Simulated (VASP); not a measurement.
# CdS (I4/mmm) in VASP: a series of runs, part 2 of 2

VASP 6.6.1.

**3. Single point, PBE (strain +0.000 along x and y, -0.025 along z)**

File INCAR:

```
SYSTEM = CdS
PREC     = Accurate       ! precision mode
ENCUT    = 520            ! plane-wave cutoff, eV
EDIFF    = 1E-6           ! SCF threshold, eV
ISMEAR   = 0              ! smearing method
SIGMA    = 0.03           ! smearing width, eV
LREAL    = .FALSE.        ! projectors in reciprocal space
LASPH    = .TRUE.         ! aspherical terms in the spheres
NELM     = 60             ! most SCF steps
ALGO     = Normal         ! electronic algorithm
ISIF     = 2              ! what is computed and relaxed
LWAVE    = .FALSE.        ! write WAVECAR
LCHARG   = .FALSE.        ! write CHGCAR
GGA      = PE             ! functional
NBANDS   = 16             ! bands
```

File KPOINTS:

```
regular mesh
0
G
  10 10 10
  0 0 0
```

File POSCAR:

```
CdS
1.0
    0.0000000000      2.7532440000      2.6844129000
    2.7532440000      0.0000000000      2.6844129000
    2.7532440000      2.7532440000      0.0000000000
Cd S
1 1
Direct
    0.0000000000      0.0000000000      0.0000000000
    0.5000000000      0.5000000000      0.5000000000
```

Potentials or basis: VASP PAW PBE potentials, release 64 (Cd, S).

Started as:

```console
$ cat potpaw_PBE.64/Cd/POTCAR potpaw_PBE.64/S/POTCAR > POTCAR
$ mpirun -np 1 vasp_std > vasp.out
```

OUTCAR:

```text
SYSTEM = CdS
   PREC = Accurate
   ENCUT = 520
   EDIFF = 1E-6
   ISMEAR = 0
   LREAL = .FALSE.
   LASPH = .TRUE.
   NELM = 60
   ISIF = 2
   GGA = PE

 ion  position               nearest neighbor table
   1  0.000  0.000  0.000-   2 2.68   2 2.68   2 2.75   2 2.75   2 2.75   2 2.75
   2  0.500  0.500  0.500-   1 2.68   1 2.68   1 2.75   1 2.75   1 2.75   1 2.75

  LATTYP: Found a body centered tetragonal cell.
 ALAT       =     3.8936750053
 C/A-ratio  =     1.3788582233

  Lattice vectors:

 A1 = (   0.0000000000,  -2.7532440000,  -2.6844129000)
[... 644 lines left out ...]

  FORCE on cell =-STRESS in cart. coord.  units (eV):
  Direction    XX          YY          ZZ          XY          YZ          ZX
  --------------------------------------------------------------------------------------
  -------------------------------------------------------------------------------------
  Total        0.3103807      0.3103807      0.8614111      0.0000000     -0.0000000      0.0000000
  in kB       12.2190253     12.2190253     33.9119178      0.0000000     -0.0000000      0.0000000
  external PRESSURE =      19.4499894 kB  Pullay stress =       0.0000000 kB

 VOLUME and BASIS-vectors are now :
 -----------------------------------------------------------------------------
  energy-cutoff  :      520.00
  volume of cell :       40.70
      direct lattice vectors                 reciprocal lattice vectors
     0.000000000  2.753244000  2.684412900    -0.181603955  0.181603955  0.186260467
     2.753244000  0.000000000  2.684412900     0.181603955 -0.181603955  0.186260467
     2.753244000  2.753244000  0.000000000     0.181603955  0.181603955 -0.186260467

 POSITION                                       TOTAL-FORCE (eV/Angst)
 -----------------------------------------------------------------------------------
      0.00000      0.00000      0.00000         0.000000     -0.000000      0.000000
      2.75324      2.75324      2.68441        -0.000000      0.000000     -0.000000
 -----------------------------------------------------------------------------------
    total drift:                               -0.000000      0.000000      0.000000

  FREE ENERGIE OF THE ION-ELECTRON SYSTEM (eV)
  ---------------------------------------------------
  free  energy   TOTEN  =        -5.8669226756 eV

  energy  without entropy=       -5.8669213283  energy(sigma->0) =       -5.86692200
```

It took 43 s on 1 thread of Intel Xeon Platinum 8488C (Sapphire Rapids), shared host; peak memory 0.21 GiB.

Results:

```
Free energy            : -5.8669 eV
Pressure               : 1.9 GPa
Band gap on the k mesh : 0.12 eV, indirect (least direct gap 1.65 eV)
```

Stress tensor (GPa, compression positive):
```
1.22 0.00 0.00
0.00 1.22 0.00
0.00 0.00 3.39
```

Caveat: the cell differs from its parent crystal (strain +0.000 along x and y, -0.025 along z). A k mesh can miss the band edges.

**4. Single point, PBE (strain -0.025 along x and y, +0.025 along z)**

File INCAR:

```
PREC     = Accurate       # precision mode
ENCUT    = 520            # plane-wave cutoff, eV
EDIFF    = 1E-6           # SCF threshold, eV
ISMEAR   = 0              # smearing method
SIGMA    = 0.03           # smearing width, eV
LREAL    = F              # projectors in reciprocal space
LASPH    = T              # aspherical terms in the spheres
NELM     = 80             # most SCF steps
ALGO     = Normal         # electronic algorithm
ISIF     = 2              # what is computed and relaxed
LWAVE    = F              # write WAVECAR
LCHARG   = F              # write CHGCAR
GGA      = PE             # functional
NBANDS   = 16             # bands
```

File KPOINTS:

```
Automatic mesh
0
Gamma
  10 10 10
```

File POSCAR:

```
CdS
1.0
    0.0000000000      2.6844129000      2.8220751000
    2.6844129000      0.0000000000      2.8220751000
    2.6844129000      2.6844129000      0.0000000000
Cd S
1 1
Direct
    0.0000000000      0.0000000000      0.0000000000
    0.5000000000      0.5000000000      0.5000000000
```

Started as:

```console
$ cat potpaw_PBE.64/Cd/POTCAR potpaw_PBE.64/S/POTCAR > POTCAR
$ mpirun -np 1 vasp_std > vasp.out
```

It took 57 s on 1 thread of Intel Xeon Platinum 8488C (Sapphire Rapids), shared host; peak memory 0.2 GiB.

It converged, with:

* Free energy: -5.8541 eV
* Pressure: 2.3 GPa
* Band gap on the k mesh: 0.05 eV, indirect (least direct gap 1.56 eV)

Stress tensor (GPa, compression positive):
```
 3.60  0.00  0.00
 0.00  3.60  0.00
 0.00  0.00 -0.39
```

Levels at points of the mesh, in eV from the valence-band top:
| k point | band 7 | band 8 | band 9 | band 10 | band 11 | band 12 |
| --- | --- | --- | --- | --- | --- | --- |
| (0.00, 0.00, 0.00) | -0.98 | -0.98 | -0.73 | 0.83 | 8.94 | 9.21 |
| (0.50, 0.00, 0.00) | -5.01 | -0.27 | 0.00 | 3.36 | 5.58 | 6.02 |
| (0.50, 0.50, 0.00) | -4.40 | -2.20 | -2.20 | 0.30 | 6.09 | 9.45 |
| (0.50, 0.00, 0.50) | -4.43 | -2.58 | -2.12 | 0.05 | 5.82 | 9.92 |

Caveat: the cell differs from its parent crystal (strain -0.025 along x and y, +0.025 along z).

**5. Summary**

```tsv
cell	gap on the mesh (eV)	pressure (GPa)
a = 3.845, b = 3.845, c = 3.796 Å, angles 60.4, 60.4, 59.2°, 2 atoms	0.14	4.1
a = 3.845, b = 3.845, c = 3.894 Å, angles 59.6, 59.6, 60.8°, 2 atoms	0.12	1.9
a = 3.895, b = 3.895, c = 3.796 Å, angles 60.8, 60.8, 58.3°, 2 atoms	0.05	2.3
```

Alike in all rows: task single point; level PBE; potentials or basis VASP PAW PBE potentials, release 64 (Cd, S); no spin polarisation; k mesh 10 × 10 × 10; cutoff (eV) 520; smearing gaussian 0.03 eV.

Total energies depend on the potentials used, so only differences within one code and one set of settings carry meaning.
